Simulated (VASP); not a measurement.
# GaSb3 (Im-3m) in VASP: a series of runs, part 2 of 2

VASP 6.6.1.

## (4) Relaxation of cell and atoms, PBE

This run uses another cell than the first one, of 33.50 Å³/atom, 1.221 times its volume.

Input file INCAR:

```
  PREC = Accurate
  ENCUT = 600
  EDIFF = 1E-7
  ISMEAR = 0
  SIGMA = 0.1
  LREAL = F
  LASPH = T
  NELM = 60
  ALGO = Normal
  ISIF = 3
  LWAVE = F
  LCHARG = F
  GGA = PE
  IBRION = 2
  NSW = 90
  EDIFFG = -0.04
```

Input file KPOINTS:

```
regular mesh
0
Gamma
  4 4 4
```

Input file POSCAR:

```
GaSb3
1.0
   -3.2237920800      3.2237920800      3.2237920800
    3.2237920800     -3.2237920800      3.2237920800
    3.2237920800      3.2237920800     -3.2237920800
Ga Sb
1 3
Direct
    0.0000000000      0.0000000000      0.0000000000
    0.0000000000      0.5000000000      0.5000000000
    0.5000000000      0.0000000000      0.5000000000
    0.5000000000      0.5000000000      0.0000000000
```

Potentials or basis: VASP PAW PBE potentials, release 64 (Ga_d, Sb).

Command:

```sh
$ cat potpaw_PBE.64/Ga_d/POTCAR potpaw_PBE.64/Sb/POTCAR > POTCAR
$ mpirun -np 1 vasp_std > vasp.out
```

OUTCAR:

```text
PREC = Accurate
   ENCUT = 600
   EDIFF = 1E-7
   ISMEAR = 0
   LREAL = F
   LASPH = T
   NELM = 60
   ISIF = 3
   GGA = PE
   IBRION = 2
   NSW = 90
   EDIFFG = -0.04

 ion  position               nearest neighbor table
   1  0.000  0.000  0.000-   2 3.22   3 3.22   4 3.22   2 3.22   3 3.22   4 3.22
   2  0.000  0.500  0.500-   1 3.22   3 3.22   4 3.22   1 3.22   4 3.22   3 3.22
   3  0.500  0.000  0.500-   1 3.22   2 3.22   4 3.22   4 3.22   1 3.22   2 3.22
   4  0.500  0.500  0.000-   1 3.22   2 3.22   3 3.22   3 3.22   2 3.22   1 3.22

  LATTYP: Found a body centered cubic cell.
 ALAT       =     6.4475841600

  Lattice vectors:

 A1 = (  -3.2237920800,   3.2237920800,   3.2237920800)
 A2 = (   3.2237920800,  -3.2237920800,   3.2237920800)
 A3 = (   3.2237920800,   3.2237920800,  -3.2237920800)

Analysis of symmetry for initial positions (statically):
=====================================================================
 Subroutine PRICEL returns:
 Original cell was already a primitive cell.

 Routine SETGRP: Setting up the symmetry group for a
 body centered cubic supercell.

 Subroutine GETGRP returns: Found 48 space group operations
 (whereof 48 operations were pure point group operations)
 out of a pool of 48 trial point group operations.

The static configuration has the point symmetry O_h .

Analysis of symmetry for dynamics (positions and initial velocities):
=====================================================================
 Subroutine PRICEL returns:
 Original cell was already a primitive cell.

 Routine SETGRP: Setting up the symmetry group for a
 body centered cubic supercell.

 Subroutine GETGRP returns: Found 48 space group operations
 (whereof 48 operations were pure point group operations)
 out of a pool of 48 trial point group operations.

The dynamic configuration has the point symmetry O_h .

 Subroutine INISYM returns: Found 48 space group operations
 (whereof 48 operations are pure point group operations),
 and found     1 'primitive' translations

----------------------------------------------------------------------------------------

                                     Primitive cell

[... 83 lines left out ...]
   ISIF   =      3    stress and relaxation
   ISYM   =      2    0-nonsym 1-usesym 2-fastsym
   POTIM  = 0.5000    time-step for ionic-motion
   TEBEG  =    0.0;   TEEND  =   0.0 temperature during run
   PSTRESS=    0.0 pullay stress
   NELECT =      28.0000    total number of electrons
   NUPDOWN=      -1.0000    fix difference up-down
   EMIN   =  10.00;   EMAX   =-10.00  energy-range for DOS
   EFERMI =   0.00;   METHOD = LEGACY
   ISMEAR =     0;   SIGMA  =   0.10  broadening in eV -4-tet -1-fermi 0-gaus
   EFERMI_NEDOS =   21; number of points for ismear=-14 and -15
   IALGO  =     38    algorithm
   IMIX   =      4    mixing-type and parameters
     AMIX     =   0.40;   BMIX     =  1.00
     AMIX_MAG =   1.60;   BMIX_MAG =  1.00
  volume/ion in A,a.u.               =      33.50       226.10
  Fermi-wavevector in a.u.,A,eV,Ry     =   0.971420  1.835718 12.839237  0.943657
  Thomas-Fermi vector in A             =   2.101636
   LORBIT       =      0    0 simple, 1 ext, 2 COOP (PROOUT), +10 PAW based schemes
   GGA     = PE    functional components
   LHFCALC =     F    Hartree Fock is set to
   AEXX    =    0.0000 exact exchange contribution
   IVDW    =     0    specifies the selected vdW correction
   LEPSILON=     F    determine dielectric tensor
   LRPA    =     F    only Hartree local field effects (RPA)
 conjugate gradient relaxation of ions
 non-spin polarized calculation
 Gauss-broadening in eV      SIGMA  =   0.10
  energy-cutoff  :      600.00
  volume of cell :      134.02
 maximum number of plane-waves:      4508
 NGX is ok and might be reduce to    48
   NGX = 23   NGY = 23   NGZ = 23

--------------------------------------- Ionic step        1  -------------------------------------------

 number of electron      27.9999992 magnetization

 Free energy of the ion-electron system (eV)
  ---------------------------------------------------
  ext. energy  EPLUGINS =         0.00000000
  ---------------------------------------------------
  free energy    TOTEN  =       -14.32979336 eV

  energy without entropy =      -14.31548651  energy(sigma->0) =      -14.32263993

 E-fermi :   4.3100     XC(G=0):  -8.9602

 val. band max:        4.2823146425   @ k =   0.5000   0.0000   0.0000
 cond. band min:       4.4497212590   @ k =   0.5000   0.5000   0.2500
 fundamental gap:      0.1674066165
 Fermi energy:         4.3099547236

 k-point     1 :       0.0000    0.0000    0.0000
  band No.  band energies     occupation
      1      -9.9677      2.00000
      2      -9.9677      2.00000
      3      -9.9528      2.00000
      4      -9.9528      2.00000
      5      -9.9528      2.00000
      6      -6.4152      2.00000
[... 232 lines left out ...]
--------------------------------------- Ionic step        3  -------------------------------------------

 number of electron      28.0000006 magnetization

 Free energy of the ion-electron system (eV)
  ---------------------------------------------------
  ext. energy  EPLUGINS =         0.00000000
  ---------------------------------------------------
  free energy    TOTEN  =       -14.95174861 eV

  energy without entropy =      -14.93843952  energy(sigma->0) =      -14.94509406

 E-fermi :   6.4576     XC(G=0):  -9.8231

 val. band max:        6.3869066420   @ k =   0.5000   0.0000   0.0000
 cond. band min:       6.5072226751   @ k =   0.5000   0.0000   0.0000
 fundamental gap:      0.1203160332
 Fermi energy:         6.4576422554

 k-point     1 :       0.0000    0.0000    0.0000
  band No.  band energies     occupation
      1      -7.9189      2.00000
      2      -7.9189      2.00000
      3      -7.8879      2.00000
      4      -7.8879      2.00000
      5      -7.8879      2.00000
      6      -5.5696      2.00000
[... 188 lines left out ...]
  FREE ENERGIE OF THE ION-ELECTRON SYSTEM (eV)
  ---------------------------------------------------
  free  energy   TOTEN  =       -14.9517486086 eV

  energy  without entropy=      -14.9384395181  energy(sigma->0) =      -14.94509406

 reached required accuracy - stopping structural energy minimisation
```

CONTCAR:

```text
GaSb3
   1.00000000000000
    -3.0132767335137163    3.0132767335137163    3.0132767335137163
     3.0132767335137163   -3.0132767335137163    3.0132767335137163
     3.0132767335137163    3.0132767335137163   -3.0132767335137163
  Ga              Sb
     1     3
Direct
     0.0000000000000000    0.0000000000000000    0.0000000000000000
     0.0000000000000000    0.5000000000000000    0.5000000000000000
     0.5000000000000000    0.0000000000000000    0.5000000000000000
     0.5000000000000000    0.5000000000000000    0.0000000000000000

  0.00000000E+00  0.00000000E+00  0.00000000E+00
  0.00000000E+00  0.00000000E+00  0.00000000E+00
  0.00000000E+00  0.00000000E+00  0.00000000E+00
  0.00000000E+00  0.00000000E+00  0.00000000E+00
```

It took 85 s on 1 thread of Intel Xeon 6975P-C (Granite Rapids), shared host; peak memory 0.33 GiB.

What came out:

```yaml
Free_energy: -14.9517 eV
Relaxed_volume: 27.36 Å³/atom
Relaxed_cell: a = 5.219 Å, b = 5.219 Å, c = 5.219 Å, α = 109.47°, β = 109.47°, γ = 109.47°
Space_group_after_relaxing_to_0.05_Å: Im-3m (No. 229)
Energy_gained_by_relaxing: 155.5 meV/atom
Ionic_steps: 3
Pressure_after_relaxing: 0.0 GPa
Band_gap_on_the_k_mesh: zero (band 14 reaches 6.70 eV, above the bottom of band 15 at 4.39 eV)
```

Step by step:
| step | energy change (eV) | largest force (eV/Å) | pressure (GPa) | volume (Å³) |
| --- | --- | --- | --- | --- |
| 1 | 0.0000 | 0.0000 | -6.61 | 134.02 |
| 2 | -0.6216 | 0.0000 | 0.25 | 108.95 |
| 3 | -0.6220 | 0.0000 | 0.00 | 109.44 |

Final structure:
```yaml
crystal:
  lattice:
    - [-3.01328, 3.01328, 3.01328]
    - [3.01328, -3.01328, 3.01328]
    - [3.01328, 3.01328, -3.01328]
  atoms:
    - { symbol: Ga, position: [0.00000, 0.00000, 0.00000] }
    - { symbol: Sb, position: [0.00000, 0.50000, 0.50000] }
    - { symbol: Sb, position: [0.50000, 0.00000, 0.50000] }
    - { symbol: Sb, position: [0.50000, 0.50000, 0.00000] }
```

Caveat: the volume moved by over 15 % at a fixed basis, so the end points are rough; spin-orbit coupling is left out, which moves the levels of the heavy elements.

## (5) Summary

| task | cell | cutoff (eV) | gap on the mesh (eV) | pressure (GPa) |
| --- | --- | --- | --- | --- |
| single point | a = 5.225 Å, angles 109.5°, 4 atoms | 520 | none | -0.2 |
| single point | a = 5.584 Å, angles 109.5°, 4 atoms | 520 | none | -6.6 |
| relaxation of cell and atoms | relaxed from a = 5.584 Å, angles 109.5°, 4 atoms | 600 | none | 0.0 |

Alike in all rows: level PBE; potentials or basis VASP PAW PBE potentials, release 64 (Ga_d, Sb); no spin polarisation; k mesh 4 × 4 × 4; smearing gaussian 0.1 eV.

Caveats: some runs use coarse meshes; spin-orbit coupling is left out, which moves the levels of the heavy elements; the volume moved by over 15 % at a fixed basis, so the end points are rough (some runs).

Absolute energies hang on the potentials; compare differences alone.
